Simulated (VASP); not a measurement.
# CuAu in VASP: notebook

The runs below take CuAu through single point, molecular dynamics, with PBE.

All numbers are computed with VASP 6.6.1; they aren't measurements. Logs are shortened: lines on timing, memory, paths and dates and some standing lists are left out, and cuts for length are marked.

## 1. The cell of the first run

The typed cell holds 8 atoms: a = 5.621 Å, b = 5.621 Å, c = 3.685 Å, α = 90.00°, β = 90.00°, γ = 90.00°.

## 2. Single point, PBE

Contents of INCAR:

```
SYSTEM = CuAu
ALGO = Normal
EDIFF = 1E-6
ENCUT = 520
GGA = PE
GGA_COMPAT = .False.
ISIF = 2
ISMEAR = 1
LASPH = .True.
LCHARG = .True.
LELF = .True.
LREAL = .False.
LVHAR = .True.
LWAVE = .False.
NBANDS = 54
NELM = 120
PREC = Accurate
SIGMA = 0.1
```

Contents of KPOINTS:

```
k-points
0
Gamma
  2 2 2
  0 0 0
```

Contents of POSCAR:

```
CuAu
1.0
    5.6214980000      0.0000000000      0.0000000000
    0.0000000000      5.6214980000      0.0000000000
    0.0000000000      0.0000000000      3.6850000000
Cu Au
4 4
Direct
    0.2537916050      0.2490745349      0.4978013569
    0.2494977317      0.7514918621      0.4951668928
    0.7512981415      0.2496032196      0.4996922659
    0.7468285144      0.7497241838      0.5025289009
    0.0016125595     -0.0012185364     -0.0023666214
    0.0003803257      0.4997915146      0.0005701493
    0.4974268425      0.0019199509      0.0044635007
    0.5001236325      0.4995414034     -0.0011147897
```

Potentials or basis: VASP PAW PBE potentials, release 64 (Cu, Au).

Run with:

```bash
cat potpaw_PBE.64/Cu/POTCAR potpaw_PBE.64/Au/POTCAR > POTCAR
mpirun -np 1 vasp_std > vasp.out
```

OUTCAR:

```text
SYSTEM = CuAu
   EDIFF = 1E-6
   ENCUT = 520
   GGA = PE
   ISIF = 2
   ISMEAR = 1
   LASPH = .True.
   LREAL = .False.
   NELM = 120
   PREC = Accurate

 ion  position               nearest neighbor table
   1  0.254  0.249  0.498-   7 2.67   8 2.70   7 2.70   8 2.70   6 2.72   5 2.72   5 2.72   6 2.73

   2  0.249  0.751  0.495-   7 2.68   5 2.69   6 2.70   5 2.70   8 2.71   6 2.73   8 2.73   7 2.73

   3  0.751  0.250  0.500-   7 2.70   6 2.71   5 2.71   6 2.71   8 2.71   8 2.72   5 2.72   7 2.73

   4  0.747  0.750  0.503-   8 2.69   5 2.71   7 2.71   8 2.71   6 2.72   7 2.72   6 2.73   5 2.73

   5  0.002  0.999  0.998-   2 2.69   2 2.70   3 2.71   4 2.71   1 2.72   1 2.72   3 2.72   4 2.73
                             7 2.79   6 2.81   6 2.82   7 2.83
   6  0.000  0.500  0.001-   2 2.70   3 2.71   3 2.71   1 2.72   4 2.72   4 2.73   2 2.73   1 2.73
                             5 2.81   8 2.81   8 2.81   5 2.82
   7  0.497  0.002  0.004-   1 2.67   2 2.68   1 2.70   3 2.70   4 2.71   4 2.72   3 2.73   2 2.73
                             5 2.79   8 2.80   8 2.82   5 2.83
   8  0.500  0.500  0.999-   4 2.69   1 2.70   1 2.70   2 2.71   4 2.71   3 2.71   3 2.72   2 2.73
                             7 2.80   6 2.81   6 2.81   7 2.82

  LATTYP: Found a simple tetragonal cell.
 ALAT       =     5.6214980000
 C/A-ratio  =     0.6555192228

  Lattice vectors:

 A1 = (   5.6214980000,   0.0000000000,   0.0000000000)
 A2 = (   0.0000000000,   5.6214980000,   0.0000000000)
 A3 = (   0.0000000000,   0.0000000000,   3.6850000000)

Analysis of symmetry for initial positions (statically):
=====================================================================
 Subroutine PRICEL returns:
 Original cell was already a primitive cell.

 Routine SETGRP: Setting up the symmetry group for a
 simple tetragonal supercell.

 Subroutine GETGRP returns: Found  1 space group operations
 (whereof  1 operations were pure point group operations)
 out of a pool of 16 trial point group operations.

The static configuration has the point symmetry C_1 .

Analysis of symmetry for dynamics (positions and initial velocities):
=====================================================================
 Subroutine PRICEL returns:
 Original cell was already a primitive cell.

 Routine SETGRP: Setting up the symmetry group for a
 simple tetragonal supercell.

 Subroutine GETGRP returns: Found  1 space group operations
 (whereof  1 operations were pure point group operations)
 out of a pool of 16 trial point group operations.

The dynamic configuration has the point symmetry C_1 .

 Subroutine INISYM returns: Found  1 space group operations
 (whereof  1 operations are pure point group operations),
 and found     1 'primitive' translations

----------------------------------------------------------------------------------------

                                     Primitive cell

  volume of cell :     116.4506

  direct lattice vectors                    reciprocal lattice vectors
     5.621498000  0.000000000  0.000000000     0.177888527  0.000000000  0.000000000
     0.000000000  5.621498000  0.000000000     0.000000000  0.177888527  0.000000000
     0.000000000  0.000000000  3.685000000     0.000000000  0.000000000  0.271370421

  length of vectors
     5.621498000  5.621498000  3.685000000     0.177888527  0.177888527  0.271370421

  position of ions in fractional coordinates (direct lattice)
     0.253791605  0.249074535  0.497801357
     0.249497732  0.751491862  0.495166893
     0.751298142  0.249603220  0.499692266
     0.746828514  0.749724184  0.502528901
     0.001612560  0.998781464  0.997633379
     0.000380326  0.499791515  0.000570149
     0.497426842  0.001919951  0.004463501
     0.500123632  0.499541403  0.998885210

  ion indices of the primitive-cell ions
   primitive index   ion index
                 1           1
                 2           2
                 3           3
                 4           4
                 5           5
                 6           6
                 7           7
                 8           8

----------------------------------------------------------------------------------------

 KPOINTS: k-points

Automatic generation of k-mesh.
 Grid dimensions read from file:
 generate k-points for:    2    2    2

 Generating k-lattice:

  Cartesian coordinates                     Fractional coordinates (reciprocal lattice)
     0.088944264  0.000000000  0.000000000     0.500000000  0.000000000  0.000000000
     0.000000000  0.088944264  0.000000000     0.000000000  0.500000000  0.000000000
     0.000000000  0.000000000  0.135685210     0.000000000  0.000000000  0.500000000

  Length of vectors
     0.088944264  0.088944264  0.135685210

  Shift w.r.t. Gamma in fractional coordinates (k-lattice)
     0.000000000  0.000000000  0.000000000

 Subroutine IBZKPT returns following result:
 ===========================================

 Found      8 irreducible k-points:

 Following reciprocal coordinates:
            Coordinates               Weight
  0.000000  0.000000  0.000000      1.000000
  0.500000  0.000000  0.000000      1.000000
  0.000000  0.500000  0.000000      1.000000
  0.500000  0.500000  0.000000      1.000000
  0.000000  0.000000  0.500000      1.000000
  0.500000  0.000000  0.500000      1.000000
  0.000000  0.500000  0.500000      1.000000
  0.500000  0.500000  0.500000      1.000000
   k-points           NKPTS =      8   k-points in BZ     NKDIM =      8   number of bands    NBANDS=     54
   number of dos      NEDOS =    301   number of ions     NIONS =      8
   total plane-waves  NPLWV =  49392
   dimension x,y,z NGX =    42 NGY =   42 NGZ =   28
   dimension x,y,z NGXF=    84 NGYF=   84 NGZF=   56
   ions per type =               4   4
   NGX,Y,Z   is equivalent  to a cutoff of  12.42, 12.42, 12.63 a.u.
   NGXF,Y,Z  is equivalent  to a cutoff of  24.84, 24.84, 25.26 a.u.
 SYSTEM =  CuAu
   PREC   = accura    normal or accurate (medium, high low for compatibility)
   ISTART =      0    job   : 0-new  1-cont  2-samecut
   ICHARG =      2    charge: 1-file 2-atom 10-const
   ISPIN  =      1    spin polarized calculation?
   LNONCOLLINEAR =      F non collinear calculations
   LSORBIT =      F    spin-orbit coupling
   LASPH  =      T    aspherical Exc in radial PAW
   ENCUT  =  520.0 eV  38.22 Ry    6.18 a.u.  10.45 10.45  6.85*2*pi/ulx,y,z
   NELM   =    120;   NELMIN=  2; NELMDL= -5     # of ELM steps
   EDIFF  = 0.1E-05   stopping-criterion for ELM
   LREAL  =      F    real-space projection
   EDIFFG = 0.1E-04   stopping-criterion for IOM
   NSW    =      0    number of steps for IOM
   IBRION =     -1    ionic relax: 0-MD 1-quasi-New 2-CG
   NFREE  =      0    steps in history (QN), initial steepest desc. (CG)
   ISIF   =      2    stress and relaxation
   ISYM   =      2    0-nonsym 1-usesym 2-fastsym
   POTIM  = 0.5000    time-step for ionic-motion
   TEBEG  =    0.0;   TEEND  =   0.0 temperature during run
   PSTRESS=    0.0 pullay stress
   NELECT =      88.0000    total number of electrons
   NUPDOWN=      -1.0000    fix difference up-down
   EMIN   =  10.00;   EMAX   =-10.00  energy-range for DOS
   EFERMI =   0.00;   METHOD = LEGACY
   ISMEAR =     1;   SIGMA  =   0.10  broadening in eV -4-tet -1-fermi 0-gaus
   EFERMI_NEDOS =   21; number of points for ismear=-14 and -15
   IALGO  =     38    algorithm
   IMIX   =      4    mixing-type and parameters
     AMIX     =   0.40;   BMIX     =  1.00
     AMIX_MAG =   1.60;   BMIX_MAG =  1.00
  volume/ion in A,a.u.               =      14.56        98.23
  Fermi-wavevector in a.u.,A,eV,Ry     =   1.491152  2.817868 30.253012  2.223534
  Thomas-Fermi vector in A             =   2.603843
   LORBIT       =      0    0 simple, 1 ext, 2 COOP (PROOUT), +10 PAW based schemes
   GGA     = PE    functional components
   LHFCALC =     F    Hartree Fock is set to
   AEXX    =    0.0000 exact exchange contribution
   IVDW    =     0    specifies the selected vdW correction
   LEPSILON=     F    determine dielectric tensor
   LRPA    =     F    only Hartree local field effects (RPA)
 non-spin polarized calculation
 Methfessel and Paxton  Order N= 1 SIGMA  =   0.10
  energy-cutoff  :      520.00
  volume of cell :      116.45
 maximum number of plane-waves:      3152
 NGX is ok and might be reduce to    42
   NGX = 21   NGY = 21   NGZ = 13

 number of electron      88.0000056 magnetization

 Free energy of the ion-electron system (eV)
  ---------------------------------------------------
  ext. energy  EPLUGINS =         0.00000000
  ---------------------------------------------------
  free energy    TOTEN  =       -27.49293385 eV

  energy without entropy =      -27.48035355  energy(sigma->0) =      -27.48874042

 E-fermi :   8.3998     XC(G=0): -12.6737

 val. band max:        8.3951111549   @ k =   0.5000   0.0000   0.0000
 cond. band min:       8.4340735984   @ k =   0.0000   0.0000   0.0000
 fundamental gap:      0.0389624435
 Fermi energy:         8.3998184563

 k-point     1 :       0.0000    0.0000    0.0000
  band No.  band energies     occupation
      1      -1.0582      2.00000
      2       1.4950      2.00000
      3       1.9140      2.00000
      4       1.9157      2.00000
      5       1.9525      2.00000
      6       2.2456      2.00000
[... 46 lines left out ...]
     53      18.1267      0.00000
     54      18.2434      0.00000

 k-point     2 :       0.5000    0.0000    0.0000
  band No.  band energies     occupation
      1       0.2436      2.00000
      2       0.2913      2.00000
      3       2.3484      2.00000
      4       2.4000      2.00000
      5       2.4763      2.00000
      6       2.5043      2.00000
[... 46 lines left out ...]
     53      17.8954      0.00000
     54      17.9538      0.00000

 k-point     3 :       0.0000    0.5000    0.0000
  band No.  band energies     occupation
      1       0.2575      2.00000
      2       0.2774      2.00000
      3       2.3658      2.00000
      4       2.3833      2.00000
      5       2.4832      2.00000
      6       2.4961      2.00000
[... 46 lines left out ...]
     53      17.9118      0.00000
     54      17.9360      0.00000

 k-point     4 :       0.5000    0.5000    0.0000
  band No.  band energies     occupation
      1       1.4068      2.00000
      2       1.4448      2.00000
      3       1.4715      2.00000
      4       1.4797      2.00000
      5       3.1209      2.00000
      6       3.1393      2.00000
[... 46 lines left out ...]
     53      15.6361      0.00000
     54      15.6853      0.00000

 k-point     5 :       0.0000    0.0000    0.5000
  band No.  band energies     occupation
      1       0.7056      2.00000
      2       1.7355      2.00000
      3       1.7359      2.00000
      4       1.9641      2.00000
      5       1.9652      2.00000
      6       1.9907      2.00000
[... 46 lines left out ...]
     53      14.1785      0.00000
     54      14.8167      0.00000

 k-point     6 :       0.5000    0.0000    0.5000
  band No.  band energies     occupation
      1       1.5863      2.00000
      2       1.6171      2.00000
      3       2.2653      2.00000
      4       2.3045      2.00000
      5       2.3276      2.00000
      6       2.3657      2.00000
[... 46 lines left out ...]
     53      16.6389      0.00000
     54      16.7456      0.00000

 k-point     7 :       0.0000    0.5000    0.5000
  band No.  band energies     occupation
      1       1.5950      2.00000
      2       1.6083      2.00000
      3       2.2747      2.00000
      4       2.2944      2.00000
      5       2.3409      2.00000
      6       2.3534      2.00000
[... 46 lines left out ...]
     53      16.6809      0.00000
     54      16.9302      0.00000

 k-point     8 :       0.5000    0.5000    0.5000
  band No.  band energies     occupation
      1       2.5857      2.00000
      2       2.6069      2.00000
      3       2.6268      2.00000
      4       2.6346      2.00000
      5       3.0139      2.00000
      6       3.0401      2.00000
[... 46 lines left out ...]
     53      17.9002      0.00000
     54      17.9081      0.00000

------------------------ aborting loop because EDIFF is reached ----------------------------------------

  FORCE on cell =-STRESS in cart. coord.  units (eV):
  Direction    XX          YY          ZZ          XY          YZ          ZX
  --------------------------------------------------------------------------------------
  -------------------------------------------------------------------------------------
  Total        0.8458123      0.8304251      7.2987595      0.0015665      0.0001228     -0.0112524
  in kB       11.6370524     11.4253480    100.4194930      0.0215525      0.0016897     -0.1548159
  external PRESSURE =      41.1606311 kB  Pullay stress =       0.0000000 kB

 VOLUME and BASIS-vectors are now :
 -----------------------------------------------------------------------------
  energy-cutoff  :      520.00
  volume of cell :      116.45
      direct lattice vectors                 reciprocal lattice vectors
     5.621498000  0.000000000  0.000000000     0.177888527  0.000000000  0.000000000
     0.000000000  5.621498000  0.000000000     0.000000000  0.177888527  0.000000000
     0.000000000  0.000000000  3.685000000     0.000000000  0.000000000  0.271370421

 POSITION                                       TOTAL-FORCE (eV/Angst)
 -----------------------------------------------------------------------------------
      1.42669      1.40017      1.83440        -0.112463      0.063203      0.073674
      1.40255      4.22451      1.82469         0.010221     -0.072017      0.121135
      4.22342      1.40314      1.84137         0.012963     -0.017029      0.010973
      4.19830      4.21457      1.85182         0.050357      0.030421     -0.045078
      0.00907      5.61465      3.67628        -0.196839      0.054739      0.007870
      0.00214      2.80958      0.00210        -0.006644     -0.027883     -0.032239
      2.79628      0.01079      0.01645         0.233589     -0.124297     -0.122619
      2.81144      2.80817      3.68089         0.008816      0.092864     -0.013716
 -----------------------------------------------------------------------------------
    total drift:                                0.000042      0.000227      0.001173

  FREE ENERGIE OF THE ION-ELECTRON SYSTEM (eV)
  ---------------------------------------------------
  free  energy   TOTEN  =       -27.4929338489 eV

  energy  without entropy=      -27.4803535491  energy(sigma->0) =      -27.48874042
```

Wall time 67 s (1 thread of Intel Xeon Platinum 8259CL at 2.50GHz (Skylake/Cascade Lake), shared host); peak memory 0.22 GiB.

What came out:

```
Free energy            : -27.4929 eV
Pressure               : 4.1 GPa
Largest force          : 0.292 eV/Å
Band gap on the k mesh : zero (bands 44 and 45 overlap by 0.69 eV)
```

Forces in eV/Å, atoms in the order of the input:
```
Cu  -0.112  0.063  0.074
Cu   0.010 -0.072  0.121
Cu   0.013 -0.017  0.011
Cu   0.050  0.030 -0.045
Au  -0.197  0.055  0.008
Au  -0.007 -0.028 -0.032
Au   0.234 -0.124 -0.123
Au   0.009  0.093 -0.014
```

Caveat: the k points lie up to 0.85 Å⁻¹ apart, too coarse for converged energies and pressures of a metal; spin-orbit coupling is left out, which moves the levels of the heavy elements.

## 3. Single point, PBE

Contents of INCAR:

```
SYSTEM = CuAu
ALGO     = Normal         ! electronic algorithm
EDIFF    = 1E-6           ! SCF threshold, eV
ENCUT    = 520            ! plane-wave cutoff, eV
GGA      = PE             ! functional
GGA_COMPAT= .FALSE.      
ISIF     = 2              ! what is computed and relaxed
ISMEAR   = 1              ! smearing method
LASPH    = .TRUE.         ! aspherical terms in the spheres
LCHARG   = .TRUE.         ! write CHGCAR
LELF     = .TRUE.         ! ELF
LREAL    = .FALSE.        ! projectors in reciprocal space
LVHAR    = .TRUE.       
LWAVE    = .FALSE.        ! write WAVECAR
NBANDS   = 54             ! bands
NELM     = 120            ! most SCF steps
PREC     = Accurate       ! precision mode
SIGMA    = 0.1            ! smearing width, eV
```

Contents of KPOINTS:

```
k-points
0
G
  2 2 2
  0 0 0
```

Contents of POSCAR:

```
CuAu
1.0
    5.6214980000      0.0000000000      0.0000000000
    0.0000000000      5.6214980000      0.0000000000
    0.0000000000      0.0000000000      3.6850000000
Cu Au
4 4
Direct
    0.2574418776      0.2482309875      0.4957484396
    0.2490071152      0.7528914891      0.4905663501
    0.7526168292      0.2491837585      0.4994056988
    0.7437167104      0.7494874142      0.5049744912
    0.0031434682     -0.0024160820     -0.0047332429
    0.0007581609      0.4995707550      0.0011213026
    0.4949492110      0.0037900930      0.0088550882
    0.5002515344      0.4991219422     -0.0022409769
```

Potentials or basis: VASP PAW PBE potentials, release 64 (Cu, Au).

Run with:

```bash
cat potpaw_PBE.64/Cu/POTCAR potpaw_PBE.64/Au/POTCAR > POTCAR
mpirun -np 1 vasp_std > vasp.out
```

Wall time 69 s (1 thread of Intel Xeon Platinum 8259CL at 2.50GHz (Skylake/Cascade Lake), shared host); peak memory 0.23 GiB.

Results (log left out):

- Free energy: -27.4691 eV
- Pressure: 4.1 GPa
- Largest force: 0.592 eV/Å
- Band gap on the k mesh: zero (bands 44 and 45 overlap by 0.68 eV)

Forces in eV/Å, atoms in the order of the input:
```
Cu  -0.227  0.132  0.157
Cu   0.016 -0.146  0.238
Cu   0.025 -0.030  0.021
Cu   0.100  0.058 -0.086
Au  -0.386  0.110  0.011
Au  -0.016 -0.055 -0.061
Au   0.471 -0.249 -0.257
Au   0.018  0.180 -0.023
```

Stress tensor (GPa, compression positive):
```
 1.20  0.01 -0.06
 0.01  1.12  0.00
-0.06  0.00 10.04
```

Levels at points of the mesh, in eV from the Fermi level:
```
           k point  band 42  band 43  band 44  band 45  band 46  band 47
(0.00, 0.00, 0.00)    -0.48    -0.48     0.03     0.03     1.00     1.00
(0.50, 0.00, 0.00)    -1.30    -0.03     0.00     0.31     0.35     4.61
(0.00, 0.50, 0.00)    -1.33    -0.02    -0.01     0.32     0.34     4.66
(0.50, 0.50, 0.00)    -1.03    -1.03    -1.02     5.61     5.72     5.78
(0.00, 0.00, 0.50)    -1.20    -0.75    -0.75    -0.65    -0.64     2.94
(0.50, 0.00, 0.50)    -1.30    -1.23    -1.17     2.54     2.56     2.64
(0.00, 0.50, 0.50)    -1.31    -1.21    -1.19     2.57     2.60     2.61
(0.50, 0.50, 0.50)    -0.15    -0.14    -0.13     0.42     0.47     0.49
```

Caveat: the k points lie up to 0.85 Å⁻¹ apart, too coarse for converged energies and pressures of a metal; spin-orbit coupling is left out, which moves the levels of the heavy elements.

(Continued in part 2 of 2.)
